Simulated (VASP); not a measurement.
# Ga4BAs3 (R3m) in VASP: further runs, part 2 of 2

VASP 6.6.1. The steps go on from the part before.

### Step 4. Single point, PBE

File INCAR:

```
PREC = Accurate ; ENCUT = 520
EDIFF = 1E-7 ; ISMEAR = 0
SIGMA = 0.1 ; LREAL = F
LASPH = T ; NELM = 60
ALGO = Normal ; ISIF = 2
LWAVE = F ; LCHARG = T
GGA = PE ; LELF = T
LVHAR = T ; NBANDS = 45
```

File KPOINTS:

```
Automatic mesh
0
Gamma
  6 6 6
```

File POSCAR:

```
Ga4BAs3
1.0
    3.7927050038      2.1897192549      3.3669713339
   -3.7927050038      2.1897192549      3.3669713339
    0.0000000000     -4.3794385098      3.3669713338
Ga B As
4 1 3
Direct
    0.2550017931      0.7775243490      0.2550017931
    0.9515675645      0.9515675645      0.9515675645
    0.7775243490      0.2550017931      0.2550017931
    0.2550017931      0.2550017931      0.7775243490
    0.7411080712      0.7411080712      0.7411080712
    0.5210131233      0.5210131233      0.9777701824
    0.5210131233      0.9777701824      0.5210131233
    0.9777701824      0.5210131233      0.5210131233
```

Potentials or basis: VASP PAW PBE potentials, release 64 (Ga_d, B, As).

Launch:

```console
$ cat potpaw_PBE.64/Ga_d/POTCAR potpaw_PBE.64/B/POTCAR potpaw_PBE.64/As/POTCAR > POTCAR
$ mpirun -np 1 vasp_std > vasp.out
```

OUTCAR:

```text
PREC = Accurate
   ENCUT = 520
   EDIFF = 1E-7
   ISMEAR = 0
   LREAL = F
   LASPH = T
   NELM = 60
   ISIF = 2
   GGA = PE

 ion  position               nearest neighbor table
   1  0.255  0.778  0.255-   7 2.48   6 2.50   8 2.50   2 2.55
   2  0.952  0.952  0.952-   5 2.13   3 2.55   1 2.55   4 2.55
   3  0.778  0.255  0.255-   8 2.48   6 2.50   7 2.50   2 2.55
   4  0.255  0.255  0.778-   6 2.48   7 2.50   8 2.50   2 2.55
   5  0.741  0.741  0.741-   7 2.11   8 2.11   6 2.11   2 2.13
   6  0.521  0.521  0.978-   5 2.11   4 2.48   1 2.50   3 2.50
   7  0.521  0.978  0.521-   5 2.11   1 2.48   4 2.50   3 2.50
   8  0.978  0.521  0.521-   5 2.11   3 2.48   4 2.50   1 2.50

  LATTYP: Found a trigonal (rhomboedric) cell.
 ALAT       =     5.5241268653
 COS(alpha) =     0.0572406742

  Lattice vectors:

 A1 = (   3.7927050038,   2.1897192549,   3.3669713339)
 A2 = (  -3.7927050038,   2.1897192549,   3.3669713339)
 A3 = (   0.0000000000,  -4.3794385098,   3.3669713338)

Analysis of symmetry for initial positions (statically):
=====================================================================
 Subroutine PRICEL returns:
 Original cell was already a primitive cell.

 Routine SETGRP: Setting up the symmetry group for a
 trigonal (rhombohedral) supercell.

 Subroutine GETGRP returns: Found  6 space group operations
 (whereof  6 operations were pure point group operations)
 out of a pool of 12 trial point group operations.

The static configuration has the point symmetry C_3v.

Analysis of symmetry for dynamics (positions and initial velocities):
=====================================================================
 Subroutine PRICEL returns:
 Original cell was already a primitive cell.

 Routine SETGRP: Setting up the symmetry group for a
 trigonal (rhombohedral) supercell.

 Subroutine GETGRP returns: Found  6 space group operations
 (whereof  6 operations were pure point group operations)
[... 138 lines left out ...]
   LORBIT       =      0    0 simple, 1 ext, 2 COOP (PROOUT), +10 PAW based schemes
   GGA     = PE    functional components
   LHFCALC =     F    Hartree Fock is set to
   AEXX    =    0.0000 exact exchange contribution
   IVDW    =     0    specifies the selected vdW correction
   LEPSILON=     F    determine dielectric tensor
   LRPA    =     F    only Hartree local field effects (RPA)
 non-spin polarized calculation
 Gauss-broadening in eV      SIGMA  =   0.10
  energy-cutoff  :      520.00
  volume of cell :      167.78
 maximum number of plane-waves:      4538
 NGX is ok and might be reduce to    42
   NGX = 21   NGY = 21   NGZ = 21

 number of electron      70.0000014 magnetization

 Free energy of the ion-electron system (eV)
  ---------------------------------------------------
  ext. energy  EPLUGINS =         0.00000000
  ---------------------------------------------------
  free energy    TOTEN  =       -32.52067577 eV

  energy without entropy =      -32.51055725  energy(sigma->0) =      -32.51561651

 E-fermi :   4.3052     XC(G=0):  -9.7435

 val. band max:        4.3007558703   @ k =  -0.3333   0.1667  -0.0000
 cond. band min:       4.3471978837   @ k =   0.5000   0.3333   0.3333
 fundamental gap:      0.0464420133
 Fermi energy:         4.3052242755

 k-point     1 :       0.0000    0.0000    0.0000
  band No.  band energies     occupation
      1     -10.8956      2.00000
      2     -10.8956      2.00000
      3     -10.8647      2.00000
      4     -10.8647      2.00000
      5     -10.8415      2.00000
      6     -10.7997      2.00000
[... 1141 lines left out ...]
     44       9.0659      0.00000
     45       9.6544      0.00000

 [... further k-points ...]

------------------------ aborting loop because EDIFF is reached ----------------------------------------

  FORCE on cell =-STRESS in cart. coord.  units (eV):
  Direction    XX          YY          ZZ          XY          YZ          ZX
  --------------------------------------------------------------------------------------
  -------------------------------------------------------------------------------------
  Total        0.1957917      0.1957917      0.1855695     -0.0000000      0.0000000     -0.0000000
  in kB        1.8697210      1.8697210      1.7721036     -0.0000000      0.0000000     -0.0000000
  external PRESSURE =       1.8371819 kB  Pullay stress =       0.0000000 kB

 VOLUME and BASIS-vectors are now :
 -----------------------------------------------------------------------------
  energy-cutoff  :      520.00
  volume of cell :      167.78
      direct lattice vectors                 reciprocal lattice vectors
     3.792705004  2.189719255  3.366971334     0.131832030  0.076113258  0.099000942
    -3.792705004  2.189719255  3.366971334    -0.131832030  0.076113258  0.099000942
     0.000000000 -4.379438510  3.366971334     0.000000000 -0.152226516  0.099000942

 POSITION                                       TOTAL-FORCE (eV/Angst)
 -----------------------------------------------------------------------------------
     -1.98177      1.14418      4.33507        -0.007046      0.004068     -0.001248
      0.00000      0.00000      9.61170         0.000000     -0.000000     -0.009671
      1.98177      1.14418      4.33507         0.007046      0.004068     -0.001248
      0.00000     -2.28836      4.33507         0.000000     -0.008136     -0.001248
      0.00000      0.00000      7.48587         0.000000      0.000000      0.027240
      0.00000     -2.00034      6.80060         0.000000     -0.015277     -0.004609
     -1.73234      1.00017      6.80060        -0.013231      0.007639     -0.004609
      1.73234      1.00017      6.80060         0.013231      0.007639     -0.004609
 -----------------------------------------------------------------------------------
    total drift:                                0.000000     -0.000001      0.000467

  FREE ENERGIE OF THE ION-ELECTRON SYSTEM (eV)
  ---------------------------------------------------
  free  energy   TOTEN  =       -32.5206757710 eV

  energy  without entropy=      -32.5105572549  energy(sigma->0) =      -32.51561651
```

Wall time 7.3 min (1 thread of Intel Xeon Platinum 8488C (Sapphire Rapids), shared host); peak memory 0.36 GiB.

What came out:

```
Free energy            : -32.5207 eV
Pressure               : 0.2 GPa
Largest force          : 0.027 eV/Å
Band gap on the k mesh : zero (bands 35 and 36 overlap by 1.25 eV)
```

Forces on the atoms (eV/Å):
```
Ga  -0.007  0.004 -0.001
Ga   0.000  0.000 -0.010
Ga   0.007  0.004 -0.001
Ga   0.000 -0.008 -0.001
B    0.000  0.000  0.027
As   0.000 -0.015 -0.005
As  -0.013  0.008 -0.005
As   0.013  0.008 -0.005
```

Levels at points of the mesh, in eV from the Fermi level:
| k point | band 32 | band 33 | band 34 | band 35 | band 36 | band 37 | band 38 | band 39 |
| --- | --- | --- | --- | --- | --- | --- | --- | --- |
| (0.00, 0.00, 0.00) | -2.18 | -2.18 | -0.14 | 0.62 | 0.62 | 0.79 | 0.93 | 0.93 |
| (0.50, 0.00, 0.00) | -3.11 | -2.11 | -1.70 | -1.11 | -0.01 | 1.48 | 1.68 | 2.95 |
| (0.50, 0.50, 0.00) | -2.58 | -1.79 | -1.57 | -0.84 | 0.57 | 1.91 | 2.36 | 2.54 |
| (0.50, 0.50, 0.50) | -1.48 | -1.15 | -1.12 | 0.42 | 0.42 | 0.79 | 1.20 | 1.20 |

### Step 5. Relaxation of shape and atoms at fixed volume, PBE (19.08 Å³/atom)

This run uses another cell than the first one, of 19.08 Å³/atom.

File INCAR:

```
SYSTEM = Ga4BAs3
PREC = Accurate
ENCUT = 600
EDIFF = 1E-7
ISMEAR = 0
SIGMA = 0.1
LREAL = .FALSE.
LASPH = .TRUE.
NELM = 100
ALGO = Normal
ISIF = 4
LWAVE = .FALSE.
LCHARG = .FALSE.
GGA = PE
IBRION = 2
NSW = 50
EDIFFG = -0.01
```

File KPOINTS:

```
Automatic mesh
0
G
  6 6 6
  0 0 0
```

File POSCAR:

```
Ga4BAs3
1.0
    3.6592648135      2.1126775251      3.2912641863
   -3.6592648135      2.1126775251      3.2912641863
    0.0000000000     -4.2253550502      3.2912641863
Ga B As
4 1 3
Direct
    0.2535884059      0.7868159913      0.2535884059
    0.9472210582      0.9472210582      0.9472210582
    0.7868159913      0.2535884059      0.2535884059
    0.2535884059      0.2535884059      0.7868159913
    0.7377270606      0.7377270606      0.7377270606
    0.5193385274      0.5193385274      0.9823820232
    0.5193385274      0.9823820232      0.5193385274
    0.9823820232      0.5193385274      0.5193385274
```

Launch:

```console
$ cat potpaw_PBE.64/Ga_d/POTCAR potpaw_PBE.64/B/POTCAR potpaw_PBE.64/As/POTCAR > POTCAR
$ mpirun -np 1 vasp_std > vasp.out
```

It took 56 min on 1 thread of Oxide Virtual Turin-like, shared host; peak memory 0.44 GiB.

It converged, with:

```yaml
Free_energy: -32.2145 eV
Energy_gained_by_relaxing: 0.9 meV/atom
Ionic_steps: 13
Pressure_after_relaxing: 6.7 GPa
Largest_force_after_relaxing: 0.009 eV/Å
Band_gap_on_the_k_mesh: zero (bands 35 and 36 overlap by 1.68 eV)
```

Forces in eV/Å, atoms in the order of the input:
```
Ga   0.003 -0.002 -0.004
Ga   0.000  0.000 -0.006
Ga  -0.003 -0.002 -0.004
Ga   0.000  0.004 -0.004
B    0.000  0.000 -0.003
As   0.000  0.005  0.007
As   0.004 -0.003  0.007
As  -0.004 -0.003  0.007
```

The path:
| step | energy change (eV) | largest force (eV/Å) | pressure (GPa) | volume (Å³) |
| --- | --- | --- | --- | --- |
| 1 | 0.0000 | 0.0937 | 7.19 | 152.67 |
| 2 | -0.0020 | 0.0581 | 7.11 | 152.67 |
| 3 | -0.0027 | 0.0708 | 7.04 | 152.67 |
| 4 | -0.0037 | 0.0599 | 6.99 | 152.67 |
| 5 | -0.0045 | 0.0781 | 6.89 | 152.67 |
| 6 | -0.0051 | 0.0709 | 6.87 | 152.67 |
| 7 | -0.0064 | 0.0494 | 6.78 | 152.67 |
| 8 | -0.0067 | 0.0977 | 6.60 | 152.67 |
| 9 | -0.0070 | 0.0616 | 6.68 | 152.67 |
| 10 | -0.0074 | 0.0251 | 6.70 | 152.67 |
| 11 | -0.0074 | 0.0208 | 6.69 | 152.67 |
| 12 | -0.0074 | 0.0119 | 6.70 | 152.67 |
| 13 | -0.0074 | 0.0091 | 6.70 | 152.67 |

Final structure:
```
Ga B As
1.0
     3.64792    2.10613    3.31177
    -3.64792    2.10613    3.31177
     0.00000   -4.21225    3.31177
Ga B As
4 1 3
Direct
  0.25228 0.79480 0.25228
  0.94315 0.94315 0.94315
  0.79480 0.25228 0.25228
  0.25228 0.25228 0.79480
  0.73449 0.73449 0.73449
  0.51818 0.51818 0.98665
  0.51818 0.98665 0.51818
  0.98665 0.51818 0.51818
```

Levels at points of the mesh, in eV from the Fermi level:
| k point | band 31 | band 32 | band 33 | band 34 | band 35 | band 36 | band 37 | band 38 | band 39 | band 40 |
| --- | --- | --- | --- | --- | --- | --- | --- | --- | --- | --- |
| (0.00, 0.00, 0.00) | -2.64 | -2.30 | -2.30 | -0.32 | 0.29 | 0.29 | 1.07 | 1.27 | 1.27 | 1.32 |
| (0.50, 0.00, 0.00) | -3.58 | -3.23 | -2.18 | -1.92 | -1.33 | 0.00 | 1.32 | 1.71 | 3.14 | 3.84 |
| (0.50, 0.50, 0.00) | -3.53 | -2.89 | -1.82 | -1.69 | -0.94 | 0.70 | 1.98 | 2.60 | 2.67 | 4.16 |
| (0.50, 0.50, 0.50) | -1.60 | -1.60 | -1.30 | -1.12 | 0.84 | 0.84 | 0.94 | 1.28 | 1.28 | 2.85 |

### Step 6. Relaxation of cell and atoms, PBE

This run uses another cell than the first one, of 20.90 Å³/atom.

File INCAR:

```
SYSTEM = Ga4BAs3
ALGO = Normal
EDIFF = 1E-6
EDIFFG = -0.01
ENCUT = 600
GGA = PE
IBRION = 2
ISIF = 3
ISMEAR = 0
LASPH = .TRUE.
LCHARG = .FALSE.
LREAL = .FALSE.
LWAVE = .FALSE.
NELM = 80
NSW = 100
PREC = Accurate
SIGMA = 0.1
```

File KPOINTS:

```
k-points
0
G
  6 6 6
  0 0 0
```

File POSCAR:

```
Ga4BAs3
1.0
    3.7955994010      2.1913903359      3.3510469299
   -3.7955994010      2.1913903359      3.3510469299
    0.0000000000     -4.3827806718      3.3510469299
Ga B As
4 1 3
Direct
    0.2532232150      0.7787672314      0.2532232150
    0.9516773125      0.9516773125      0.9516773125
    0.7787672314      0.2532232150      0.2532232150
    0.2532232150      0.2532232150      0.7787672314
    0.7400948246      0.7400948246      0.7400948246
    0.5217761625      0.5217761625      0.9794618765
    0.5217761625      0.9794618765      0.5217761625
    0.9794618765      0.5217761625      0.5217761625
```

Potentials or basis: VASP PAW PBE potentials, release 64 (Ga_d, B, As).

Launch:

```console
$ cat potpaw_PBE.64/Ga_d/POTCAR potpaw_PBE.64/B/POTCAR potpaw_PBE.64/As/POTCAR > POTCAR
$ mpirun -np 1 vasp_std > vasp.out
```

OUTCAR:

```text
SYSTEM = Ga4BAs3
   EDIFF = 1E-6
   EDIFFG = -0.01
   ENCUT = 600
   GGA = PE
   IBRION = 2
   ISIF = 3
   ISMEAR = 0
   LASPH = .TRUE.
   LREAL = .FALSE.
   NELM = 80
   NSW = 100
   PREC = Accurate

 ion  position               nearest neighbor table
   1  0.253  0.779  0.253-   7 2.49   8 2.50   6 2.50   2 2.53
   2  0.952  0.952  0.952-   5 2.13   4 2.53   1 2.53   3 2.53
   3  0.779  0.253  0.253-   8 2.49   7 2.50   6 2.50   2 2.53
   4  0.253  0.253  0.779-   6 2.49   7 2.50   8 2.50   2 2.53
   5  0.740  0.740  0.740-   6 2.11   7 2.11   8 2.11   2 2.13
   6  0.522  0.522  0.979-   5 2.11   4 2.49   1 2.50   3 2.50
   7  0.522  0.979  0.522-   5 2.11   1 2.49   3 2.50   4 2.50
   8  0.979  0.522  0.522-   5 2.11   3 2.49   1 2.50   4 2.50

  LATTYP: Found a trigonal (rhomboedric) cell.
 ALAT       =     5.5170899887
 COS(alpha) =     0.0533910659

  Lattice vectors:

 A1 = (   3.7955994010,   2.1913903359,   3.3510469299)
 A2 = (  -3.7955994010,   2.1913903359,   3.3510469299)
 A3 = (   0.0000000000,  -4.3827806718,   3.3510469299)

Analysis of symmetry for initial positions (statically):
=====================================================================
 Subroutine PRICEL returns:
 Original cell was already a primitive cell.

 Routine SETGRP: Setting up the symmetry group for a
 trigonal (rhombohedral) supercell.

 Subroutine GETGRP returns: Found  6 space group operations
 (whereof  6 operations were pure point group operations)
 out of a pool of 12 trial point group operations.

The static configuration has the point symmetry C_3v.

Analysis of symmetry for dynamics (positions and initial velocities):
=====================================================================
 Subroutine PRICEL returns:
 Original cell was already a primitive cell.

 Routine SETGRP: Setting up the symmetry group for a
 trigonal (rhombohedral) supercell.

[... 157 lines left out ...]

 number of electron      70.0000001 magnetization

 Free energy of the ion-electron system (eV)
  ---------------------------------------------------
  ext. energy  EPLUGINS =         0.00000000
  ---------------------------------------------------
  free energy    TOTEN  =       -32.51379692 eV

  energy without entropy =      -32.50313076  energy(sigma->0) =      -32.50846384

------------------------ aborting loop because EDIFF is reached ----------------------------------------

  FORCE on cell =-STRESS in cart. coord.  units (eV):
  Direction    XX          YY          ZZ          XY          YZ          ZX
  --------------------------------------------------------------------------------------
  -------------------------------------------------------------------------------------
  Total        0.3338448      0.3338448      0.4426586      0.0000000     -0.0000000      0.0000000
  in kB        3.1983308      3.1983308      4.2407984      0.0000000     -0.0000000      0.0000000
  external PRESSURE =       3.5458200 kB  Pullay stress =       0.0000000 kB
[... 107 lines left out ...]
  FREE ENERGIE OF THE ION-ELECTRON SYSTEM (eV)
  ---------------------------------------------------
  free  energy   TOTEN  =       -32.5193206575 eV

  energy  without entropy=      -32.5091273633  energy(sigma->0) =      -32.51422401

[... ionic steps 4 to 8 ...]

--------------------------------------- Ionic step        9  -------------------------------------------

 number of electron      70.0000006 magnetization

------------------------ aborting loop because EDIFF is reached ----------------------------------------
[... 79 lines left out ...]
--------------------------------------- Ionic step       11  -------------------------------------------

 number of electron      70.0000006 magnetization

 Free energy of the ion-electron system (eV)
  ---------------------------------------------------
  ext. energy  EPLUGINS =         0.00000000
  ---------------------------------------------------
  free energy    TOTEN  =       -32.52080795 eV

  energy without entropy =      -32.51065266  energy(sigma->0) =      -32.51573031

 E-fermi :   4.2883     XC(G=0):  -9.7360

 val. band max:        4.2835462021   @ k =  -0.3333   0.1667  -0.0000
 cond. band min:       4.3313308386   @ k =   0.5000   0.3333   0.3333
 fundamental gap:      0.0477846364
 Fermi energy:         4.2883092247

 k-point     1 :       0.0000    0.0000    0.0000
  band No.  band energies     occupation
      1     -10.9093      2.00000
      2     -10.9093      2.00000
      3     -10.8783      2.00000
      4     -10.8783      2.00000
      5     -10.8552      2.00000
      6     -10.8128      2.00000
[... 1069 lines left out ...]
     41       8.0250      0.00000
     42       8.2454      0.00000

 [... further k-points ...]

------------------------ aborting loop because EDIFF is reached ----------------------------------------

  FORCE on cell =-STRESS in cart. coord.  units (eV):
  Direction    XX          YY          ZZ          XY          YZ          ZX
  --------------------------------------------------------------------------------------
  -------------------------------------------------------------------------------------
  Total        0.0162899      0.0162899      0.0248687      0.0000000      0.0000000      0.0000000
  in kB        0.1552794      0.1552794      0.2370538      0.0000000      0.0000000      0.0000000
  external PRESSURE =       0.1825375 kB  Pullay stress =       0.0000000 kB
[... 23 lines left out ...]
  FREE ENERGIE OF THE ION-ELECTRON SYSTEM (eV)
  ---------------------------------------------------
  free  energy   TOTEN  =       -32.5208079542 eV

  energy  without entropy=      -32.5106526579  energy(sigma->0) =      -32.51573031

 reached required accuracy - stopping structural energy minimisation
```

Run time: 41 min. Hardware: 1 thread of Oxide Virtual Turin-like, shared host; peak memory 0.46 GiB.

Results:

| Item | Value |
| --- | --- |
| Free energy | -32.5208 eV |
| Relaxed volume | 21.01 Å³/atom |
| Relaxed cell | a = 5.528 Å, b = 5.528 Å, c = 5.528 Å, α = 86.70°, β = 86.70°, γ = 86.70° |
| Space group after relaxing (to 0.1 Å) | R3m (No. 160) |
| Energy gained by relaxing | 0.9 meV/atom |
| Ionic steps | 11 |
| Pressure after relaxing | 0.0 GPa |
| Largest force after relaxing | 0.010 eV/Å |
| Band gap on the k mesh | zero (bands 35 and 36 overlap by 1.25 eV) |

Forces in eV/Å, atoms in the order of the input:
```
Ga   0.003 -0.002 -0.003
Ga   0.000  0.000  0.010
Ga  -0.003 -0.002 -0.003
Ga   0.000  0.003 -0.003
B    0.000  0.000  0.009
As   0.000  0.001 -0.003
As   0.001 -0.001 -0.003
As  -0.001 -0.001 -0.003
```

The path:
| step | energy change (eV) | largest force (eV/Å) | pressure (GPa) | volume (Å³) |
| --- | --- | --- | --- | --- |
| 1 | 0.0000 | 0.1621 | 0.35 | 167.24 |
| 2 | -0.0055 | 0.0453 | -0.04 | 168.36 |
| 3 | -0.0055 | 0.0387 | -0.15 | 168.46 |
| 4 | -0.0055 | 0.0426 | -0.04 | 168.42 |
| 5 | -0.0067 | 0.0218 | -0.11 | 168.43 |
| 6 | -0.0068 | 0.0283 | -0.11 | 168.43 |
| 7 | -0.0070 | 0.0190 | 0.05 | 168.05 |
| 8 | -0.0070 | 0.0170 | -0.02 | 168.11 |
| 9 | -0.0070 | 0.0177 | 0.04 | 168.09 |
| 10 | -0.0070 | 0.0164 | -0.02 | 168.10 |
| 11 | -0.0070 | 0.0097 | 0.02 | 168.08 |

Final structure:
```
Ga B As
1.0
     3.79448    2.19074    3.36993
    -3.79448    2.19074    3.36993
     0.00000   -4.38149    3.36993
Ga B As
4 1 3
Direct
  0.25482 0.77851 0.25482
  0.95090 0.95090 0.95090
  0.77851 0.25482 0.25482
  0.25482 0.25482 0.77851
  0.74069 0.74069 0.74069
  0.52093 0.52093 0.97839
  0.52093 0.97839 0.52093
  0.97839 0.52093 0.52093
```

### Step 7. The runs side by side

```csv
task,cell,cutoff (eV),gap on the mesh (eV),pressure (GPa),relaxed volume (Å³/atom),largest force (eV/Å)
relaxation of cell and atoms,"relaxed from a = 5.524 Å, angles 86.7°, 8 atoms, atomic positions A",600,none,0.0,21.02,-
single point,"a = 5.524 Å, angles 86.7°, 8 atoms, atomic positions A",520,none,0.2,-,0.03
relaxation of shape and atoms at fixed volume,"relaxed from a = 5.356 Å, angles 86.2°, 8 atoms, atomic positions B",600,none,6.7,-,0.01
relaxation of cell and atoms,"relaxed from a = 5.517 Å, angles 86.9°, 8 atoms, atomic positions C",600,none,0.0,21.01,0.01
```

Alike in all rows: level PBE; potentials or basis VASP PAW PBE potentials, release 64 (Ga_d, B, As); no spin polarisation; k mesh 6 × 6 × 6; smearing gaussian 0.1 eV.

Total energies depend on the potentials used, so only differences within one code and one set of settings carry meaning.
